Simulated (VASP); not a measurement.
# SnPb3S4 (P1) in VASP: single point with PBE

Aim: the single point of SnPb3S4 with PBE.

Program: VASP 6.6.1. These are calculated values, not measurements. Logs are shortened: lines on timing, memory, paths and dates and some standing lists are left out, and cuts for length are marked.

### 1 The cell of the first run

The typed cell holds 8 atoms: a = 4.218 Å, b = 7.346 Å, c = 7.329 Å, α = 109.39°, β = 90.00°, γ = 89.99°.

### 2 Single point, PBE

The input, INCAR:

```
SYSTEM = SnPb3S4
PREC = Accurate
ENCUT = 500
EDIFF = 1E-6
ISMEAR = 0
SIGMA = 0.2
LREAL = .FALSE.
LASPH = .TRUE.
NELM = 120
ALGO = Normal
ISIF = 2
LWAVE = .FALSE.
LCHARG = .TRUE.
GGA = PE
LELF = .TRUE.
LVHAR = .TRUE.
NBANDS = 50
GGA_COMPAT = .FALSE.
```

The input, KPOINTS:

```
Automatic mesh
0
G
  6 4 4
  0 0 0
```

The input, POSCAR:

```
SnPb3S4
1.0
    0.0002243414     -0.0002204258      4.2177065132
    4.2475100201     -5.9933028335      0.0002081472
    4.2332431774      5.9831199859      0.0001268073
Sn Pb S
1 3 4
Direct
    0.5003154339      0.5164053238      0.5020823880
    0.0000795081      0.0073581101      0.5020907595
    0.0001392090      0.5028231874      0.0009521401
    0.5001408623      0.0124315937      0.0037173770
   -0.0002850002      0.2448695572      0.2438474759
   -0.0002612307      0.7345811912      0.7330003750
    0.4999299035      0.2433763229      0.7545175619
    0.4999413141      0.7381547137      0.2597919227
```

Potentials or basis: VASP PAW PBE potentials, release 64 (Sn_d, Pb_d, S).

Launch:

```
$ cat potpaw_PBE.64/Sn_d/POTCAR potpaw_PBE.64/Pb_d/POTCAR potpaw_PBE.64/S/POTCAR > POTCAR
$ mpirun -np 1 vasp_std > vasp.out
```

OUTCAR:

```text
SYSTEM = SnPb3S4
   PREC = Accurate
   ENCUT = 500
   EDIFF = 1E-6
   ISMEAR = 0
   LREAL = .FALSE.
   LASPH = .TRUE.
   NELM = 120
   ISIF = 2
   GGA = PE

 ion  position               nearest neighbor table
   1  0.500  0.516  0.502-   8 2.78   6 2.84   6 2.84   5 3.08   5 3.08   7 3.15
   2  0.000  0.007  0.502-   7 2.96   7 2.96   5 2.97   6 3.02   8 3.03   8 3.03
   3  0.000  0.503  0.001-   8 2.98   8 2.98   6 3.00   5 3.00   7 3.01   7 3.01
   4  0.500  0.012  0.004-   7 2.88   5 2.91   5 2.91   6 3.14   6 3.14   8 3.18
   5  1.000  0.245  0.244-   4 2.91   4 2.91   2 2.97   3 3.00   1 3.08   1 3.08
   6  1.000  0.735  0.733-   1 2.84   1 2.84   3 3.00   2 3.02   4 3.14   4 3.14
   7  0.500  0.243  0.755-   4 2.88   2 2.96   2 2.96   3 3.01   3 3.01   1 3.15
   8  0.500  0.738  0.260-   1 2.78   3 2.98   3 2.98   2 3.03   2 3.03   4 3.18

  LATTYP: Found a triclinic cell.
 ALAT       =    11.1861441564
 B/A-ratio  =     0.3770473960
 C/A-ratio  =     0.7581485808
 COS(alpha) =     0.0000927489
 COS(beta)  =     0.3804246966
 COS(gamma) =     0.7541615974

  Lattice vectors:

 A1 = (  -4.2479587029,   5.9937436851,  -8.4356211736)
 A2 = (  -0.0002243414,   0.0002204258,  -4.2177065132)
 A3 = (  -8.4807531975,   0.0101828476,  -0.0003349545)

Analysis of symmetry for initial positions (statically):
=====================================================================
 Subroutine PRICEL returns:
 Original cell was already a primitive cell.

 Routine SETGRP: Setting up the symmetry group for a
 triclinic supercell.

 Subroutine GETGRP returns: Found  1 space group operations
 (whereof  1 operations were pure point group operations)
 out of a pool of  2 trial point group operations.

The static configuration has the point symmetry C_1 .

Analysis of symmetry for dynamics (positions and initial velocities):
=====================================================================
 Subroutine PRICEL returns:
 Original cell was already a primitive cell.

 Routine SETGRP: Setting up the symmetry group for a
 triclinic supercell.

 Subroutine GETGRP returns: Found  1 space group operations
 (whereof  1 operations were pure point group operations)
 out of a pool of  2 trial point group operations.

The dynamic configuration has the point symmetry C_1 .

 Subroutine INISYM returns: Found  1 space group operations
 (whereof  1 operations are pure point group operations),
 and found     1 'primitive' translations

----------------------------------------------------------------------------------------

                                     Primitive cell

  volume of cell :     214.1940

  direct lattice vectors                    reciprocal lattice vectors
     0.000224341 -0.000220426  4.217706513    -0.000009362  0.000001599  0.237095682
     4.247510020 -5.993302833  0.000208147     0.117813969 -0.083357041 -0.000010623
     4.233243177  5.983119986  0.000126807     0.118014479  0.083637970 -0.000001906

  length of vectors
     4.217706525  7.345816515  7.329261394     0.237095682  0.144320919  0.144646906

  position of ions in fractional coordinates (direct lattice)
     0.500315434  0.516405324  0.502082388
     0.000079508  0.007358110  0.502090759
     0.000139209  0.502823187  0.000952140
     0.500140862  0.012431594  0.003717377
     0.999715000  0.244869557  0.243847476
     0.999738769  0.734581191  0.733000375
     0.499929904  0.243376323  0.754517562
     0.499941314  0.738154714  0.259791923

  ion indices of the primitive-cell ions
   primitive index   ion index
                 1           1
                 2           2
                 3           3
                 4           4
                 5           5
                 6           6
                 7           7
                 8           8

----------------------------------------------------------------------------------------

 KPOINTS: Automatic mesh

Automatic generation of k-mesh.
 Grid dimensions read from file:
 generate k-points for:    6    4    4

 Generating k-lattice:

  Cartesian coordinates                     Fractional coordinates (reciprocal lattice)
    -0.000001560  0.000000267  0.039515947     0.166666667  0.000000000  0.000000000
     0.029453492 -0.020839260 -0.000002656    -0.000000000  0.250000000  0.000000000
     0.029503620  0.020909493 -0.000000477    -0.000000000 -0.000000000  0.250000000

  Length of vectors
     0.039515947  0.036080230  0.036161726

  Shift w.r.t. Gamma in fractional coordinates (k-lattice)
     0.000000000  0.000000000  0.000000000

 Subroutine IBZKPT returns following result:
 ===========================================

 Found     52 irreducible k-points:

 Following reciprocal coordinates:
            Coordinates               Weight
  0.000000  0.000000  0.000000      1.000000
  0.166667  0.000000  0.000000      2.000000
  0.333333  0.000000  0.000000      2.000000
  0.500000  0.000000  0.000000      1.000000
 -0.000000  0.250000  0.000000      2.000000
  0.166667  0.250000 -0.000000      2.000000
[... 16 lines left out ...]
  0.333333  0.250000  0.250000      2.000000
  0.500000  0.250000  0.250000      2.000000
 [... further k-points ...]
   k-points           NKPTS =     52   k-points in BZ     NKDIM =     52   number of bands    NBANDS=     50
   number of dos      NEDOS =    301   number of ions     NIONS =      8
   total plane-waves  NPLWV =  93312
   dimension x,y,z NGX =    32 NGY =   54 NGZ =   54
   dimension x,y,z NGXF=    64 NGYF=  108 NGZF=  108
   ions per type =               1   3   4
   NGX,Y,Z   is equivalent  to a cutoff of  12.61, 12.22, 12.25 a.u.
   NGXF,Y,Z  is equivalent  to a cutoff of  25.23, 24.44, 24.50 a.u.
 SYSTEM =  SnPb3S4
   PREC   = accura    normal or accurate (medium, high low for compatibility)
   ISTART =      0    job   : 0-new  1-cont  2-samecut
   ICHARG =      2    charge: 1-file 2-atom 10-const
   ISPIN  =      1    spin polarized calculation?
   LNONCOLLINEAR =      F non collinear calculations
   LSORBIT =      F    spin-orbit coupling
   LASPH  =      T    aspherical Exc in radial PAW
   ENCUT  =  500.0 eV  36.75 Ry    6.06 a.u.   7.69 13.39 13.36*2*pi/ulx,y,z
   NELM   =    120;   NELMIN=  2; NELMDL= -5     # of ELM steps
   EDIFF  = 0.1E-05   stopping-criterion for ELM
   LREAL  =      F    real-space projection
   EDIFFG = 0.1E-04   stopping-criterion for IOM
   NSW    =      0    number of steps for IOM
   IBRION =     -1    ionic relax: 0-MD 1-quasi-New 2-CG
   NFREE  =      0    steps in history (QN), initial steepest desc. (CG)
   ISIF   =      2    stress and relaxation
   ISYM   =      2    0-nonsym 1-usesym 2-fastsym
   POTIM  = 0.5000    time-step for ionic-motion
   TEBEG  =    0.0;   TEEND  =   0.0 temperature during run
   PSTRESS=    0.0 pullay stress
   NELECT =      80.0000    total number of electrons
   NUPDOWN=      -1.0000    fix difference up-down
   EMIN   =  10.00;   EMAX   =-10.00  energy-range for DOS
   EFERMI =   0.00;   METHOD = LEGACY
   ISMEAR =     0;   SIGMA  =   0.20  broadening in eV -4-tet -1-fermi 0-gaus
   EFERMI_NEDOS =   21; number of points for ismear=-14 and -15
   IALGO  =     38    algorithm
   IMIX   =      4    mixing-type and parameters
     AMIX     =   0.40;   BMIX     =  1.00
     AMIX_MAG =   1.60;   BMIX_MAG =  1.00
  volume/ion in A,a.u.               =      26.77       180.68
  Fermi-wavevector in a.u.,A,eV,Ry     =   1.178969  2.227928 18.911663  1.389968
  Thomas-Fermi vector in A             =   2.315288
   LORBIT       =      0    0 simple, 1 ext, 2 COOP (PROOUT), +10 PAW based schemes
   GGA     = PE    functional components
   LHFCALC =     F    Hartree Fock is set to
   AEXX    =    0.0000 exact exchange contribution
   IVDW    =     0    specifies the selected vdW correction
   LEPSILON=     F    determine dielectric tensor
   LRPA    =     F    only Hartree local field effects (RPA)
 non-spin polarized calculation
 Gauss-broadening in eV      SIGMA  =   0.20
  energy-cutoff  :      500.00
  volume of cell :      214.19
 maximum number of plane-waves:      5468
   NGX = 15   NGY = 27   NGZ = 27

 number of electron      80.0000007 magnetization

 Free energy of the ion-electron system (eV)
  ---------------------------------------------------
  ext. energy  EPLUGINS =         0.00000000
  ---------------------------------------------------
  free energy    TOTEN  =       -35.07073851 eV

  energy without entropy =      -35.06662815  energy(sigma->0) =      -35.06868333

 E-fermi :   5.7883     XC(G=0):  -9.5106

 val. band max:        5.7397870957   @ k =   0.5000   0.5000   0.5000
 cond. band min:       5.8510898155   @ k =   0.5000   0.5000   0.5000
 fundamental gap:      0.1113027199
 Fermi energy:         5.7883183971

 k-point     1 :       0.0000    0.0000    0.0000
  band No.  band energies     occupation
      1     -15.8676      2.00000
      2     -15.8617      2.00000
      3     -15.8591      2.00000
      4     -15.8553      2.00000
      5     -15.8501      2.00000
      6     -11.4571      2.00000
[... 42 lines left out ...]
     49      10.3973      0.00000
     50      10.4379      0.00000

 k-point     2 :       0.1667    0.0000    0.0000
  band No.  band energies     occupation
      1     -15.8643      2.00000
      2     -15.8614      2.00000
      3     -15.8612      2.00000
      4     -15.8549      2.00000
      5     -15.8512      2.00000
      6     -11.4446      2.00000
[... 42 lines left out ...]
     49       9.4417      0.00000
     50      10.0575      0.00000

 k-point     3 :       0.3333    0.0000    0.0000
  band No.  band energies     occupation
      1     -15.8679      2.00000
      2     -15.8608      2.00000
      3     -15.8571      2.00000
      4     -15.8533      2.00000
      5     -15.8523      2.00000
      6     -11.4440      2.00000
[... 1102 lines left out ...]
     49       9.7735      0.00000
     50       9.8768      0.00000

 k-point    24 :       0.5000    0.2500    0.2500
  band No.  band energies     occupation
      1     -15.8707      2.00000
      2     -15.8604      2.00000
      3     -15.8561      2.00000
      4     -15.8544      2.00000
      5     -15.8491      2.00000
      6     -11.4376      2.00000
[... 42 lines left out ...]
     49       9.5614      0.00000
     50       9.5969      0.00000

 [... further k-points ...]

------------------------ aborting loop because EDIFF is reached ----------------------------------------

  FORCE on cell =-STRESS in cart. coord.  units (eV):
  Direction    XX          YY          ZZ          XY          YZ          ZX
  --------------------------------------------------------------------------------------
  -------------------------------------------------------------------------------------
  Total       -0.0561584      0.0151827     -0.0511562     -0.0071315     -0.0000976      0.0000882
  in kB       -0.4200663      0.1135673     -0.3826495     -0.0533441     -0.0007297      0.0006594
  external PRESSURE =      -0.2297162 kB  Pullay stress =       0.0000000 kB

 VOLUME and BASIS-vectors are now :
 -----------------------------------------------------------------------------
  energy-cutoff  :      500.00
  volume of cell :      214.19
      direct lattice vectors                 reciprocal lattice vectors
     0.000224341 -0.000220426  4.217706513    -0.000009362  0.000001599  0.237095682
     4.247510020 -5.993302833  0.000208147     0.117813969 -0.083357041 -0.000010623
     4.233243177  5.983119986  0.000126807     0.118014479  0.083637970 -0.000001906

 POSITION                                       TOTAL-FORCE (eV/Angst)
 -----------------------------------------------------------------------------------
      4.31899     -0.09106      2.11035        -0.004509     -0.008223     -0.000035
      2.15673      2.95997      0.00040         0.003614      0.003617      0.000110
      2.13978     -3.00787      0.00069        -0.000571      0.006154     -0.000363
      0.06865     -0.05238      2.10945        -0.001173      0.000585     -0.000122
      2.07258     -0.00883      4.21659        -0.004487     -0.003563      0.000120
      6.22333     -0.01716      4.21685         0.008395     -0.001832     -0.000032
      4.22791      3.05563      2.10870        -0.001596      0.008231      0.000161
      4.23519     -2.86973      2.10879         0.000327     -0.004969      0.000162
 -----------------------------------------------------------------------------------
    total drift:                                0.000268      0.000272      0.000016

  FREE ENERGIE OF THE ION-ELECTRON SYSTEM (eV)
  ---------------------------------------------------
  free  energy   TOTEN  =       -35.0707385125 eV

  energy  without entropy=      -35.0666281529  energy(sigma->0) =      -35.06868333
```

Run time: 14 min. Hardware: 1 thread of Oxide Virtual Turin-like, shared host; peak memory 0.54 GiB.

What came out:

- Free energy: -35.0707 eV
- Pressure: 0.0 GPa
- Largest force: 0.009 eV/Å
- Band gap on the k mesh: 0.11 eV

Forces on the atoms (eV/Å):
```
Sn  -0.005 -0.008  0.000
Pb   0.004  0.004  0.000
Pb  -0.001  0.006  0.000
Pb  -0.001  0.001  0.000
S   -0.004 -0.004  0.000
S    0.008 -0.002  0.000
S   -0.002  0.008  0.000
S    0.000 -0.005  0.000
```

Caveat: spin-orbit coupling is left out, which moves the levels of the heavy elements. A k mesh can miss the band edges.
